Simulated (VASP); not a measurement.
# InSb3 (Fm-3m) in VASP: a series of runs

Aim: see how the results for InSb3 move with the level of theory and the settings. Levels: PBE, PBEsol. Tasks: single point.

Everything below comes from runs of VASP 6.6.1. Logs are shortened: lines on timing, memory, paths and dates and some standing lists are left out, and cuts for length are marked.

## Step 1: The cell of the first run

The structure is cubic, space group Fm-3m (No. 225). The conventional cell has a = 7.589 Å, b = 7.589 Å, c = 7.589 Å, α = 90.00°, β = 90.00°, γ = 90.00°. Within 4.3 Å of Sb (site symmetry m-3m) lie 8 Sb at 3.29 Å and 6 In at 3.79 Å. Sb (site symmetry -43m) has 4 In at 3.29 Å and 10 Sb at 3.29 to 3.79 Å within 4.3 Å. Within 4.3 Å of In (site symmetry m-3m) lie 14 Sb at 3.29 to 3.79 Å.

## Step 2: Single point, PBE, non-collinear spin, zero start, spin-orbit coupling

Input file INCAR:

```
SYSTEM = InSb3
PREC = Accurate ; ENCUT = 520
EDIFF = 1E-6 ; ISMEAR = 0
SIGMA = 0.05 ; LREAL = .FALSE.
LASPH = .TRUE. ; NELM = 150
ALGO = Normal ; ISIF = 2
LWAVE = .FALSE. ; LCHARG = .TRUE.
MAGMOM = 0 0 0 0 0 0 0 0 0 0 0 0 ; LORBIT = 11
LSORBIT = .TRUE. ; GGA_COMPAT = .FALSE.
LORBMOM = .TRUE. ; GGA = PE
LVHAR = .TRUE. ; NBANDS = 42
```

Input file KPOINTS:

```
regular mesh
0
G
  5 5 5
  0 0 0
```

Input file POSCAR:

```
InSb3
1.0
    0.0000000000      3.7945550000      3.7945550000
    3.7945550000      0.0000000000      3.7945550000
    3.7945550000      3.7945550000      0.0000000000
Sb In
3 1
Direct
    0.5000000000      0.5000000000      0.5000000000
    0.7500000000      0.7500000000      0.7500000000
    0.2500000000      0.2500000000      0.2500000000
    0.0000000000      0.0000000000      0.0000000000
```

Potentials or basis: VASP PAW PBE potentials, release 64 (Sb, In_d).

On the command line:

```sh
cat potpaw_PBE.64/Sb/POTCAR potpaw_PBE.64/In_d/POTCAR > POTCAR
mpirun -np 1 vasp_ncl > vasp.out
```

OUTCAR:

```text
SYSTEM = InSb3
   PREC = Accurate
   ENCUT = 520
   EDIFF = 1E-6
   ISMEAR = 0
   LREAL = .FALSE.
   LASPH = .TRUE.
   NELM = 150
   ISIF = 2
   LORBIT = 11
   LSORBIT = .TRUE.
   GGA = PE

 ion  position               nearest neighbor table
   1  0.500  0.500  0.500-   2 3.29   3 3.29   3 3.29   3 3.29   3 3.29   2 3.29   2 3.29   2 3.29
                             4 3.79   4 3.79   4 3.79   4 3.79   4 3.79   4 3.79
   2  0.750  0.750  0.750-   1 3.29   4 3.29   1 3.29   1 3.29   1 3.29   4 3.29   4 3.29   4 3.29

   3  0.250  0.250  0.250-   1 3.29   4 3.29   4 3.29   4 3.29   4 3.29   1 3.29   1 3.29   1 3.29

   4  0.000  0.000  0.000-   2 3.29   3 3.29   2 3.29   2 3.29   2 3.29   3 3.29   3 3.29   3 3.29
                             1 3.79   1 3.79   1 3.79   1 3.79   1 3.79   1 3.79

  LATTYP: Found a face centered cubic cell.
 ALAT       =     7.5891100000

  Lattice vectors:

 A1 = (   0.0000000000,   3.7945550000,   3.7945550000)
 A2 = (   3.7945550000,   0.0000000000,   3.7945550000)
 A3 = (   3.7945550000,   3.7945550000,   0.0000000000)

Analysis of symmetry for initial positions (statically):
=====================================================================
 Subroutine PRICEL returns:
 Original cell was already a primitive cell.

 Routine SETGRP: Setting up the symmetry group for a
 face centered cubic supercell.

 Subroutine GETGRP returns: Found 48 space group operations
 (whereof 48 operations were pure point group operations)
 out of a pool of 48 trial point group operations.

The static configuration has the point symmetry O_h .

Analysis of symmetry for dynamics (positions and initial velocities):
=====================================================================
 Subroutine PRICEL returns:
 Original cell was already a primitive cell.

 Routine SETGRP: Setting up the symmetry group for a
 face centered cubic supercell.

 Subroutine GETGRP returns: Found 48 space group operations
 (whereof 48 operations were pure point group operations)
 out of a pool of 48 trial point group operations.

The dynamic configuration has the point symmetry O_h .

Analysis of structural, dynamic, and magnetic symmetry:
=====================================================================
 Subroutine PRICEL returns:
 Original cell was already a primitive cell.

 Routine SETGRP: Setting up the symmetry group for a
 face centered cubic supercell.

 Subroutine GETGRP returns: Found 48 space group operations
 (whereof 48 operations were pure point group operations)
 out of a pool of 48 trial point group operations.

The overall configuration has the point symmetry O_h .

 Subroutine INISYM returns: Found 48 space group operations
 (whereof 48 operations are pure point group operations),
 and found     1 'primitive' translations

----------------------------------------------------------------------------------------

                                     Primitive cell

  volume of cell :     109.2729

  direct lattice vectors                    reciprocal lattice vectors
     0.000000000  3.794555000  3.794555000    -0.131767757  0.131767757  0.131767757
     3.794555000  0.000000000  3.794555000     0.131767757 -0.131767757  0.131767757
     3.794555000  3.794555000  0.000000000     0.131767757  0.131767757 -0.131767757

  length of vectors
     5.366311144  5.366311144  5.366311144     0.228228449  0.228228449  0.228228449

  position of ions in fractional coordinates (direct lattice)
     0.500000000  0.500000000  0.500000000
     0.750000000  0.750000000  0.750000000
     0.250000000  0.250000000  0.250000000
     0.000000000  0.000000000  0.000000000

  ion indices of the primitive-cell ions
   primitive index   ion index
                 1           1
                 2           2
                 3           3
                 4           4

----------------------------------------------------------------------------------------

 KPOINTS: regular mesh
[... 99 lines left out ...]
  ---------------------------------------------------
  free energy    TOTEN  =       -14.62079199 eV

  energy without entropy =      -14.61729773  energy(sigma->0) =      -14.61904486

 E-fermi :   7.6302     XC(G=0): -10.1335

 val. band max:        7.6056096662   @ k =  -0.4000   0.4000   0.0000
 cond. band min:       7.6313640459   @ k =   0.4000   0.4000   0.0000
 fundamental gap:      0.0257543797
 Fermi energy:         7.6302101806

 k-point     1 :       0.0000    0.0000    0.0000
  band No.  band energies     occupation
      1      -6.9678      1.00000
      2      -6.9678      1.00000
      3      -6.9678      1.00000
      4      -6.9678      1.00000
      5      -6.1315      1.00000
      6      -6.1315      1.00000
[... 419 lines left out ...]
     39      12.6199      0.00000
     40      12.6199      0.00000
 [bands above 40 left out]

------------------------ aborting loop because EDIFF is reached ----------------------------------------

  FORCE on cell =-STRESS in cart. coord.  units (eV):
  Direction    XX          YY          ZZ          XY          YZ          ZX
  --------------------------------------------------------------------------------------
  -------------------------------------------------------------------------------------
  Total        0.1653518      0.1653518      0.1653518      0.0000000     -0.0000000      0.0000000
  in kB        2.4244155      2.4244155      2.4244155      0.0000000     -0.0000000      0.0000000
  external PRESSURE =       2.4244155 kB  Pullay stress =       0.0000000 kB

 VOLUME and BASIS-vectors are now :
 -----------------------------------------------------------------------------
  energy-cutoff  :      520.00
  volume of cell :      109.27
      direct lattice vectors                 reciprocal lattice vectors
     0.000000000  3.794555000  3.794555000    -0.131767757  0.131767757  0.131767757
     3.794555000  0.000000000  3.794555000     0.131767757 -0.131767757  0.131767757
     3.794555000  3.794555000  0.000000000     0.131767757  0.131767757 -0.131767757

 POSITION                                       TOTAL-FORCE (eV/Angst)
 -----------------------------------------------------------------------------------
      3.79455      3.79455      3.79455         0.000000     -0.000000      0.000000
      5.69183      5.69183      5.69183         0.000000      0.000000      0.000000
      1.89728      1.89728      1.89728        -0.000000     -0.000000     -0.000000
      0.00000      0.00000      0.00000         0.000000     -0.000000      0.000000
 -----------------------------------------------------------------------------------
    total drift:                               -0.000000     -0.000000     -0.000000

  FREE ENERGIE OF THE ION-ELECTRON SYSTEM (eV)
  ---------------------------------------------------
  free  energy   TOTEN  =       -14.6207919932 eV

  energy  without entropy=      -14.6172977313  energy(sigma->0) =      -14.61904486

 orbital moment (x)

 # of ion     p       d       tot
 ----------------------------------------
  1         0.000   0.000   0.000
  2         0.000   0.000   0.000
  3        -0.000  -0.000  -0.000
  4         0.000   0.000   0.000
 ----------------------------------------
           -0.000  -0.000  -0.000

 orbital moment (y)

 # of ion     p       d       tot
 ----------------------------------------
  1         0.000   0.000   0.000
  2        -0.000  -0.000  -0.000
  3        -0.000  -0.000  -0.000
  4         0.000   0.000   0.000
 ----------------------------------------
           -0.000  -0.000  -0.000

 orbital moment (z)

 # of ion     p       d       tot
 ----------------------------------------
  1         0.000   0.000   0.000
  2         0.000   0.000   0.000
  3         0.000   0.000   0.000
  4         0.000   0.000   0.000
 ----------------------------------------
            0.000   0.000   0.000

 Spin-Orbit-Coupling matrix elements

 Ion:    1  E_soc:     -0.1450506
 l=   1
     0.0000000    -0.0239510    -0.0239510
    -0.0239510     0.0000000    -0.0239510
    -0.0239510    -0.0239510     0.0000000
 l=   2
     0.0000000    -0.0000607     0.0000000    -0.0000607    -0.0001634
    -0.0000607     0.0000000    -0.0001225    -0.0000607    -0.0000408
     0.0000000    -0.0001225     0.0000000    -0.0001225     0.0000000
    -0.0000607    -0.0000607    -0.0001225     0.0000000    -0.0000408
    -0.0001634    -0.0000408     0.0000000    -0.0000408     0.0000000
 l=   3
     0.0000000     0.0000000     0.0000000     0.0000000     0.0000000     0.0000000     0.0000000
     0.0000000     0.0000000     0.0000000     0.0000000     0.0000000     0.0000000     0.0000000
     0.0000000     0.0000000     0.0000000     0.0000000     0.0000000     0.0000000     0.0000000
     0.0000000     0.0000000     0.0000000     0.0000000     0.0000000     0.0000000     0.0000000
[... 49 lines left out ...]
 l=   2
     0.0000000    -0.0012327     0.0000000    -0.0012327    -0.0050907
    -0.0012327     0.0000000    -0.0038181    -0.0012327    -0.0012727
     0.0000000    -0.0038181     0.0000000    -0.0038181     0.0000000
    -0.0012327    -0.0012327    -0.0038181     0.0000000    -0.0012727
    -0.0050907    -0.0012727     0.0000000    -0.0012727     0.0000000
 l=   3
     0.0000000     0.0000000     0.0000000     0.0000000     0.0000000     0.0000000     0.0000000
     0.0000000     0.0000000     0.0000000     0.0000000     0.0000000     0.0000000     0.0000000
     0.0000000     0.0000000     0.0000000     0.0000000     0.0000000     0.0000000     0.0000000
     0.0000000     0.0000000     0.0000000     0.0000000     0.0000000     0.0000000     0.0000000
     0.0000000     0.0000000     0.0000000     0.0000000     0.0000000     0.0000000     0.0000000
     0.0000000     0.0000000     0.0000000     0.0000000     0.0000000     0.0000000     0.0000000
     0.0000000     0.0000000     0.0000000     0.0000000     0.0000000     0.0000000     0.0000000

 total charge

# of ion       s       p       d       tot
------------------------------------------
    1        1.256   1.033   0.038   2.327
    2        1.240   1.071   0.032   2.343
    3        1.240   1.071   0.032   2.343
    4        1.011   0.456   9.856  11.323
--------------------------------------------------
tot          4.747   3.630   9.958  18.335

 magnetization (x)

# of ion       s       p       d       tot
------------------------------------------
    1        0.000   0.000  -0.000   0.000
    2        0.000   0.000  -0.000   0.000
    3        0.000   0.000  -0.000   0.000
    4       -0.000   0.000   0.000  -0.000
--------------------------------------------------
tot         -0.000   0.000  -0.000   0.000

 magnetization (y)

# of ion       s       p       d       tot
------------------------------------------
    1        0.000   0.000   0.000   0.000
    2        0.000   0.000   0.000   0.000
    3        0.000   0.000   0.000   0.000
    4        0.000  -0.000   0.000   0.000
--------------------------------------------------
tot          0.000   0.000   0.000   0.000

 magnetization (z)

# of ion       s       p       d       tot
------------------------------------------
    1        0.000   0.000  -0.000  -0.000
    2        0.000   0.000   0.000   0.000
    3        0.000   0.000   0.000   0.000
    4        0.000   0.000  -0.000  -0.000
--------------------------------------------------
tot          0.000   0.000  -0.000  -0.000
```

It took 1.8 min on 1 thread of Intel Xeon Platinum 8259CL at 2.50GHz (Skylake/Cascade Lake), shared host; peak memory 0.5 GiB.

Results:

```yaml
Free_energy: -14.6208 eV
Pressure: 0.2 GPa
Net_moment: 0.00 μB per cell
Valence_electrons_inside_the_program's_atomic_spheres: Sb 2.33, 2.34 (each value once); In 11.32
```

Moments on the atoms (μB; x, y, z):
```
Sb  0.00 0.00 0.00
Sb  0.00 0.00 0.00
Sb  0.00 0.00 0.00
In  0.00 0.00 0.00
```

(Part 1 of 2 ends here.)
